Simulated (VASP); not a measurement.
A run of VASP 6.6.1 is set up as follows.

INCAR

```
SYSTEM = Sb2Se3
PREC = Accurate
ENCUT = 500
EDIFF = 1E-7
ISMEAR = 0
SIGMA = 0.15
LREAL = .FALSE.
LASPH = .TRUE.
NELM = 120
ALGO = Normal
ISIF = 3
LWAVE = .FALSE.
LCHARG = .FALSE.
GGA = PE
IBRION = 2
NSW = 36
EDIFFG = -0.08
GGA_COMPAT = .FALSE.
NELMIN = 4
```

The input KPOINTS:

```
Automatic mesh
0
G
  2 2 3
  0 0 0
```

The input POSCAR:

```
Sb2Se3
1.0
    6.3032023100      0.0000000000      0.0000000000
   -3.1516011600      5.4587333300      0.0000000000
    0.0000000000      0.0000000000      5.1204659300
Sb Se
2 3
Direct
    0.0000000000      0.0000000000      0.5000000000
    0.3333333300      0.6666666700      0.0000000000
    0.8829070600      0.1170929400      0.0000000000
    0.8829070600      0.7658141300      0.0000000000
    0.2341858700      0.1170929400      0.0000000000
```

Potentials or basis: VASP PAW PBE potentials, release 64 (Sb, Se).

Command:

```console
$ cat potpaw_PBE.64/Sb/POTCAR potpaw_PBE.64/Se/POTCAR > POTCAR
$ mpirun -np 1 vasp_std > vasp.out
```

Q: What does it give for the band gap on the k mesh?

A: Zero (bands 14 and 15 overlap by 0.34 eV).

Q: What does it give for the relaxed cell?

A: a = 6.437 Å, b = 6.437 Å, c = 4.029 Å, α = 90.00°, β = 90.00°, γ = 120.00°.

Q: Predict the space group after relaxing (to 0.1 Å).

A: P-6m2 (No. 187).

The path:
| step | energy change (eV) | largest force (eV/Å) | pressure (GPa) | volume (Å³) |
| --- | --- | --- | --- | --- |
| 1 | 0.0000 | 8.2675 | 10.01 | 176.18 |
| 2 | -1.1913 | 0.5084 | -6.65 | 237.21 |
| 3 | -2.4230 | 0.5371 | -3.37 | 202.40 |
| 4 | -2.4333 | 0.6270 | -3.12 | 201.18 |
| 5 | -2.4403 | 0.8388 | -2.56 | 198.65 |
| 6 | -2.7463 | 1.1558 | -1.31 | 184.36 |
| 7 | -3.0021 | 1.8932 | 3.06 | 159.27 |
| 8 | -3.1327 | 1.7802 | 3.10 | 156.57 |
| 9 | -3.4363 | 1.3634 | 3.67 | 148.67 |
| 10 | -3.3066 | 0.3254 | 7.95 | 133.65 |
| 11 | -3.5218 | 1.0207 | 4.62 | 143.50 |
| 12 | -3.5315 | 0.7606 | 5.24 | 140.88 |
| 13 | -3.7026 | 0.3866 | 2.45 | 146.76 |
| 14 | -3.7627 | 0.0137 | -0.38 | 154.58 |
| 15 | -3.7639 | 0.0514 | -0.09 | 153.65 |
| 16 | -3.7639 | 0.0623 | -0.01 | 153.39 |
| 17 | -3.7692 | 0.0789 | -0.04 | 153.45 |
| 18 | -3.7862 | 0.1313 | -0.14 | 153.64 |
| 19 | -3.8265 | 0.2374 | -0.39 | 153.93 |
| 20 | -3.9119 | 0.3803 | -1.07 | 154.18 |
| 21 | -3.9756 | 0.0486 | -2.06 | 153.26 |
| 22 | -3.9799 | 0.3081 | -1.73 | 154.01 |
| 23 | -3.9965 | 0.1687 | -2.01 | 153.66 |
| 24 | -3.9947 | 0.2292 | -1.93 | 153.82 |
| 25 | -3.9994 | 0.2150 | -1.90 | 153.52 |
| 26 | -4.0098 | 0.1703 | -1.79 | 152.59 |
| 27 | -4.0081 | 0.0808 | -1.46 | 150.69 |
| 28 | -4.0131 | 0.1328 | -1.67 | 151.82 |
| 29 | -4.0205 | 0.1475 | -1.51 | 151.21 |
| 30 | -4.0386 | 0.1919 | -1.02 | 149.37 |
| 31 | -4.0550 | 0.2799 | 0.07 | 145.74 |
| 32 | -4.0551 | 0.2878 | 0.18 | 145.42 |
| 33 | -4.0585 | 0.2626 | 0.17 | 145.33 |
| 34 | -4.0667 | 0.1843 | 0.15 | 145.08 |
| 35 | -4.0730 | 0.0132 | 0.15 | 144.56 |

Caveat: the k points lie up to 0.56 Å⁻¹ apart in the final cell; the volume moved by over 15 % at a fixed basis, so the end points are rough; semilocal functionals underestimate gaps, and a narrow one can read as zero; spin-orbit coupling is left out, which moves the levels of the heavy elements.
